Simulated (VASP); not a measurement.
# Ru in VASP: relaxation of the atoms with PBE+D3(BJ)

Aim: the relaxation of the atoms of Ru with PBE+D3(BJ).

Program: VASP 6.6.1. These are calculated values, not measurements. Logs are shortened: lines on timing, memory, paths and dates and some standing lists are left out, and cuts for length are marked.

## (1) The cell of the first run

The cell holds a slab with vacuum, 12 atoms: a = 5.395 Å, b = 5.395 Å, c = 21.266 Å, α = 90.00°, β = 90.00°, γ = 120.00°.

## (2) Relaxation of the atoms, PBE+D3(BJ)

INCAR reads:

```
PREC     = Accurate       # precision mode
ENCUT    = 520            # plane-wave cutoff, eV
EDIFF    = 1E-6           # SCF threshold, eV
ISMEAR   = 0              # smearing method
SIGMA    = 0.1            # smearing width, eV
LREAL    = False          # projectors in reciprocal space
LASPH    = True           # aspherical terms in the spheres
NELM     = 80             # most SCF steps
ALGO     = Normal         # electronic algorithm
ISIF     = 2              # what is computed and relaxed
LWAVE    = False          # write WAVECAR
LCHARG   = False          # write CHGCAR
LDIPOL   = True         
IDIPOL   = 3            
DIPOL    = 0.5 0.5 0.500
GGA      = PE             # functional
IVDW     = 12             # dispersion correction
IBRION   = 2              # ionic algorithm
NSW      = 90             # ionic steps
EDIFFG   = -0.03          # ionic threshold
KPAR     = 4
```

KPOINTS reads:

```
regular mesh
0
Gamma
  6 6 1
```

POSCAR reads:

```
Ru
1.0
    5.3951895541      0.0000000000      0.0000000000
   -2.6975947770      4.6723712120      0.0000000000
    0.0000000000      0.0000000000     21.2658179921
Ru
12
Selective dynamics
Direct
    0.1666666667      0.3333333333      0.3997024710  F F F
    0.1666666667      0.8333333333      0.3997024710  F F F
    0.6666666667      0.3333333333      0.3997024710  F F F
    0.6666666667      0.8333333333      0.3997024710  F F F
    0.3333333333      0.1666666667      0.5000000000  T T T
    0.3333333333      0.6666666667      0.5000000000  T T T
    0.8333333333      0.1666666667      0.5000000000  T T T
    0.8333333333      0.6666666667      0.5000000000  T T T
    0.1666666667      0.3333333333      0.6002975290  T T T
    0.1666666667      0.8333333333      0.6002975290  T T T
    0.6666666667      0.3333333333      0.6002975290  T T T
    0.6666666667      0.8333333333      0.6002975290  T T T
```

Potentials or basis: VASP PAW PBE potentials, release 64 (Ru_pv).

On the command line:

```console
$ cat potpaw_PBE.64/Ru_pv/POTCAR > POTCAR
$ mpirun -np 4 vasp_std > vasp.out
```

OUTCAR:

```text
PREC = Accurate
   ENCUT = 520
   EDIFF = 1E-6
   ISMEAR = 0
   LREAL = False
   LASPH = True
   NELM = 80
   ISIF = 2
   GGA = PE
   IVDW = 12
   IBRION = 2
   NSW = 90
   EDIFFG = -0.03
 IVDW          = 12

 ion  position               nearest neighbor table
   1  0.167  0.333  0.400-   5 2.64   6 2.64   7 2.64   2 2.70   2 2.70   4 2.70   4 2.70   3 2.70
                             3 2.70
   2  0.167  0.833  0.400-   6 2.64   5 2.64   8 2.64   1 2.70   1 2.70   3 2.70   3 2.70   4 2.70
                             4 2.70
   3  0.667  0.333  0.400-   7 2.64   8 2.64   5 2.64   4 2.70   4 2.70   2 2.70   2 2.70   1 2.70
                             1 2.70
   4  0.667  0.833  0.400-   8 2.64   7 2.64   6 2.64   3 2.70   3 2.70   1 2.70   1 2.70   2 2.70
                             2 2.70
   5  0.333  0.167  0.500-   1 2.64   9 2.64   2 2.64  10 2.64   3 2.64  11 2.64   6 2.70   6 2.70
                             8 2.70   8 2.70   7 2.70   7 2.70
   6  0.333  0.667  0.500-   2 2.64  10 2.64   9 2.64   1 2.64   4 2.64  12 2.64   5 2.70   5 2.70
                             7 2.70   7 2.70   8 2.70   8 2.70
   7  0.833  0.167  0.500-   3 2.64  11 2.64   4 2.64  12 2.64   1 2.64   9 2.64   8 2.70   8 2.70
                             6 2.70   6 2.70   5 2.70   5 2.70
   8  0.833  0.667  0.500-   4 2.64  12 2.64  11 2.64   3 2.64   2 2.64  10 2.64   7 2.70   7 2.70
                             5 2.70   5 2.70   6 2.70   6 2.70
   9  0.167  0.333  0.600-   5 2.64   6 2.64   7 2.64  10 2.70  10 2.70  12 2.70  12 2.70  11 2.70
[... 14 lines left out ...]
 A1 = (   5.3951895541,   0.0000000000,   0.0000000000)
 A2 = (  -2.6975947770,   4.6723712120,   0.0000000000)
 A3 = (   0.0000000000,   0.0000000000,  21.2658179921)

Analysis of symmetry for initial positions (statically):
=====================================================================
 Subroutine PRICEL returns following result:

  LATTYP: Found a hexagonal cell.
 ALAT       =     2.6975947770
 C/A-ratio  =     7.8832514702
[... 12 lines left out ...]
 Subroutine GETGRP returns: Found 12 space group operations
 (whereof 12 operations were pure point group operations)
 out of a pool of 24 trial point group operations.

The static configuration has the point symmetry D_3h.

Analysis of symmetry for dynamics (positions and initial velocities):
=====================================================================
 Subroutine PRICEL returns following result:

  LATTYP: Found a hexagonal cell.
 ALAT       =     2.6975947770
 C/A-ratio  =     7.8832514702
[... 12 lines left out ...]
 Subroutine GETGRP returns: Found 12 space group operations
 (whereof 12 operations were pure point group operations)
 out of a pool of 24 trial point group operations.

The dynamic configuration has the point symmetry D_3h.

Analysis of constrained symmetry for selective dynamics:
=====================================================================
 Subroutine PRICEL returns following result:

  LATTYP: Found a hexagonal cell.
 ALAT       =     2.6975947770
 C/A-ratio  =     7.8832514702
[... 12 lines left out ...]
 Subroutine GETGRP returns: Found  6 space group operations
 (whereof  6 operations were pure point group operations)
 out of a pool of 24 trial point group operations.

The constrained configuration has the point symmetry C_3v.

 Subroutine INISYM returns: Found  6 space group operations
 (whereof  6 operations are pure point group operations),
 and found     4 'primitive' translations

----------------------------------------------------------------------------------------

                                     Primitive cell

  volume of cell :     134.0189

  direct lattice vectors                    reciprocal lattice vectors
     2.697594777  0.000000000  0.000000000     0.370700599  0.214024091  0.000000000
    -1.348797388  2.336185606  0.000000000     0.000000000  0.428048181  0.000000000
     0.000000000  0.000000000 21.265817992     0.000000000  0.000000000  0.047023820

  length of vectors
     2.697594777  2.697594777 21.265817992     0.428048181  0.428048181  0.047023820

  position of ions in fractional coordinates (direct lattice)
     0.333333333  0.666666667  0.399702471
     0.666666667  0.333333333  0.500000000
     0.333333333  0.666666667  0.600297529

  ion indices of the primitive-cell ions
   primitive index   ion index
                 1           1
                 2           5
                 3           9

[... 33 lines left out ...]
  0.333333  0.166667  0.000000     12.000000
  0.333333  0.333333  0.000000      2.000000
   k-points           NKPTS =      7   k-points in BZ     NKDIM =      7   number of bands    NBANDS=    100
   number of dos      NEDOS =    301   number of ions     NIONS =     12
   total plane-waves  NPLWV = 256000
   dimension x,y,z NGX =    40 NGY =   40 NGZ =  160
   dimension x,y,z NGXF=    80 NGYF=   80 NGZF=  320
   ions per type =              12
   NGX,Y,Z   is equivalent  to a cutoff of  12.33, 12.33, 12.51 a.u.
   NGXF,Y,Z  is equivalent  to a cutoff of  24.65, 24.65, 25.02 a.u.
 SYSTEM =  unknown system
   PREC   = accura    normal or accurate (medium, high low for compatibility)
   ISTART =      0    job   : 0-new  1-cont  2-samecut
   ICHARG =      2    charge: 1-file 2-atom 10-const
   ISPIN  =      1    spin polarized calculation?
   LNONCOLLINEAR =      F non collinear calculations
   LSORBIT =      F    spin-orbit coupling
   LASPH  =      T    aspherical Exc in radial PAW
   ENCUT  =  520.0 eV  38.22 Ry    6.18 a.u.  10.03 10.03 39.54*2*pi/ulx,y,z
   NELM   =     80;   NELMIN=  2; NELMDL= -5     # of ELM steps
   EDIFF  = 0.1E-05   stopping-criterion for ELM
   LREAL  =      F    real-space projection
   EDIFFG = -.3E-01   stopping-criterion for IOM
   NSW    =     90    number of steps for IOM
   IBRION =      2    ionic relax: 0-MD 1-quasi-New 2-CG
   NFREE  =      1    steps in history (QN), initial steepest desc. (CG)
   ISIF   =      2    stress and relaxation
   ISYM   =      2    0-nonsym 1-usesym 2-fastsym
   POTIM  = 0.5000    time-step for ionic-motion
   TEBEG  =    0.0;   TEEND  =   0.0 temperature during run
   PSTRESS=    0.0 pullay stress
   NELECT =     168.0000    total number of electrons
   NUPDOWN=      -1.0000    fix difference up-down
   EMIN   =  10.00;   EMAX   =-10.00  energy-range for DOS
   EFERMI =   0.00;   METHOD = LEGACY
   ISMEAR =     0;   SIGMA  =   0.10  broadening in eV -4-tet -1-fermi 0-gaus
   EFERMI_NEDOS =   21; number of points for ismear=-14 and -15
   IALGO  =     38    algorithm
   IMIX   =      4    mixing-type and parameters
     AMIX     =   0.40;   BMIX     =  1.00
     AMIX_MAG =   1.60;   BMIX_MAG =  1.00
  volume/ion in A,a.u.               =      44.67       301.47
  Fermi-wavevector in a.u.,A,eV,Ry     =   1.111994  2.101364 16.824029  1.236531
  Thomas-Fermi vector in A             =   2.248564
   LORBIT       =      0    0 simple, 1 ext, 2 COOP (PROOUT), +10 PAW based schemes
   GGA     = PE    functional components
   LHFCALC =     F    Hartree Fock is set to
   AEXX    =    0.0000 exact exchange contribution
   IVDW    =    12    specifies the selected vdW correction
   LEPSILON=     F    determine dielectric tensor
   LRPA    =     F    only Hartree local field effects (RPA)
 conjugate gradient relaxation of ions
 non-spin polarized calculation
 Gauss-broadening in eV      SIGMA  =   0.10
  energy-cutoff  :      520.00
  volume of cell :      536.08
 maximum number of plane-waves:     14478
   NGX = 21   NGY = 21   NGZ = 79

--------------------------------------- Ionic step        1  -------------------------------------------

 number of electron     168.0000002 magnetization

 Free energy of the ion-electron system (eV)
  ---------------------------------------------------
  ext. energy  EPLUGINS =         0.00000000
  ---------------------------------------------------
  free energy    TOTEN  =      -102.78872046 eV

  energy without entropy =     -102.75590095  energy(sigma->0) =     -102.77231071

------------------------ aborting loop because EDIFF is reached ----------------------------------------

 Edisp (eV)   -4.88163

 E8    (eV) :    -2.3343
[... 143 lines left out ...]
 number of electron     168.0000035 magnetization

------------------------ aborting loop because EDIFF is reached ----------------------------------------

 vacuum level on the upper side and lower side of the slab       (xc-potential included)        -0.025         0.011

 Edisp (eV)   -4.93767

 E8    (eV) :    -2.3636

  FORCE on cell =-STRESS in cart. coord.  units (eV):
  Direction    XX          YY          ZZ          XY          YZ          ZX
  --------------------------------------------------------------------------------------
  -------------------------------------------------------------------------------------
  Total     -10.71494   -10.71494    -3.10350    -0.00000    -0.00000    -0.00000
  in kB     -32.02389   -32.02389    -9.27546    -0.00000    -0.00000    -0.00000
  external pressure =      -24.44 kB  Pullay stress =        0.00 kB
[... 27 lines left out ...]
  FREE ENERGIE OF THE ION-ELECTRON SYSTEM (eV)
  ---------------------------------------------------
  free  energy   TOTEN  =      -107.8542945722 eV

  energy  without entropy=     -107.8174881976  energy(sigma->0) =     -107.83589138

 dipolmoment           0.000000      0.000000      0.036614 electrons x Angstroem

--------------------------------------- Ionic step        5  -------------------------------------------

 number of electron     168.0000013 magnetization

 dipolmoment           0.000000      0.000000     -0.001301 electrons x Angstroem

 Free energy of the ion-electron system (eV)
  ---------------------------------------------------
  ext. energy  EPLUGINS =         0.00000000
  ---------------------------------------------------
  free energy    TOTEN  =      -102.92239068 eV

  energy without entropy =     -102.88372008  energy(sigma->0) =     -102.90305538

 E-fermi :   0.5723     XC(G=0):  -5.1955

 val. band max:        0.5615139356   @ k =   0.1667   0.0000   0.0000
 cond. band min:       0.6153668125   @ k =   0.3333   0.3333   0.0000
 fundamental gap:      0.0538528769
 Fermi energy:         0.5723318498

 k-point     1 :       0.0000    0.0000    0.0000
  band No.  band energies     occupation
      1     -43.3754      2.00000
      2     -43.3754      2.00000
      3     -43.3754      2.00000
      4     -43.2557      2.00000
      5     -43.0923      2.00000
      6     -43.0923      2.00000
[... 682 lines left out ...]
     95       1.1247      0.00000
     96       1.4465      0.00000
 [bands above 96 left out]

------------------------ aborting loop because EDIFF is reached ----------------------------------------

 vacuum level on the upper side and lower side of the slab       (xc-potential included)        -0.011        -0.001

 Edisp (eV)   -4.95113

 E8    (eV) :    -2.3707

  FORCE on cell =-STRESS in cart. coord.  units (eV):
  Direction    XX          YY          ZZ          XY          YZ          ZX
  --------------------------------------------------------------------------------------
  -------------------------------------------------------------------------------------
  Total     -10.06666   -10.06666    -0.42853    -0.00000     0.00000    -0.00000
  in kB     -30.08639   -30.08639    -1.28074    -0.00000     0.00000    -0.00000
  external pressure =      -20.48 kB  Pullay stress =        0.00 kB
[... 27 lines left out ...]
  FREE ENERGIE OF THE ION-ELECTRON SYSTEM (eV)
  ---------------------------------------------------
  free  energy   TOTEN  =      -107.8735252043 eV

  energy  without entropy=     -107.8348546016  energy(sigma->0) =     -107.85418990

 reached required accuracy - stopping structural energy minimisation

 vacuum level on the upper side and lower side of the slab         5.513         5.520
```

Run time: 14 min. Hardware: 4 MPI ranks of Intel Xeon Platinum 8488C (Sapphire Rapids), shared host; peak memory 0.73 GiB.

Results:

```yaml
Free_energy: -107.8735 eV
Energy_gained_by_relaxing: 16.9 meV/atom
Ionic_steps: 5
Band_gap_on_the_k_mesh: zero (bands 84 and 85 overlap by 1.00 eV)
Dispersion_energy_per_atom: -0.413 eV
```

Step by step:
| step | energy change (eV) | largest force on free atoms (eV/Å) | pressure (GPa) |
| --- | --- | --- | --- |
| 1 | 0.0000 | 0.8009 | -4.01 |
| 2 | -0.0930 | 0.3906 | -3.40 |
| 3 | -0.1186 | 0.6596 | -2.85 |
| 4 | -0.1839 | 0.3185 | -2.44 |
| 5 | -0.2032 | 0.0201 | -2.05 |

Final structure:
```
Ru
1.0
     5.39519    0.00000    0.00000
    -2.69759    4.67237    0.00000
     0.00000    0.00000   21.26582
Ru
12
Cartesian
  0.0000 1.5575 8.5000
  -1.3488 3.8936 8.5000
  2.6976 1.5575 8.5000
  1.3488 3.8936 8.5000
  1.3488 0.7787 10.5723
  0.0000 3.1149 10.5723
  4.0464 0.7787 10.5723
  2.6976 3.1149 10.5723
  0.0000 1.5575 12.6456
  -1.3488 3.8936 12.6456
  2.6976 1.5575 12.6456
  1.3488 3.8936 12.6456
```

The gap in the log of VASP goes by the Fermi energy; the results here count the filled bands.